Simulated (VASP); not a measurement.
Input of a VASP 6.6.1 run:

Contents of INCAR:

```
  PREC = Accurate
  ENCUT = 520
  EDIFF = 1E-7
  ISMEAR = 0
  SIGMA = 0.05
  LREAL = False
  LASPH = True
  NELM = 60
  ALGO = Normal
  ISIF = 2
  LWAVE = False
  LCHARG = False
  GGA = PE
  NBANDS = 45
```

The input KPOINTS:

```
Automatic mesh
0
Gamma
  6 6 6
```

File POSCAR:

```
LiNbO3
1.0
    2.6928966156      1.5547445859      4.5468661721
   -2.6928966156      1.5547445859      4.5468661721
    0.0000000000     -3.1094891718      4.5468661722
Li Nb O
2 2 6
Direct
    0.2815913687      0.2815913687      0.2815913687
    0.7815913687      0.7815913687      0.7815913687
    0.0004900497      0.0004900497      0.0004900497
    0.5004900497      0.5004900497      0.5004900497
    0.1104619503      0.3580262714      0.7211003599
    0.7211003599      0.1104619503      0.3580262714
    0.3580262714      0.7211003599      0.1104619503
    0.2211003599      0.8580262714      0.6104619503
    0.8580262714      0.6104619503      0.2211003599
    0.6104619503      0.2211003599      0.8580262714
```

Potentials or basis: VASP PAW PBE potentials, release 64 (Li_sv, Nb_sv, O).

Run with:

```bash
$ cat potpaw_PBE.64/Li_sv/POTCAR potpaw_PBE.64/Nb_sv/POTCAR potpaw_PBE.64/O/POTCAR > POTCAR
$ mpirun -np 1 vasp_std > vasp.out
```

(1) Predict the band gap on the k mesh.

(2) What does it give for the largest force?

Results:

(1) 3.25 eV, indirect (least direct gap 3.33 eV).

(2) 0.748 eV/Å.
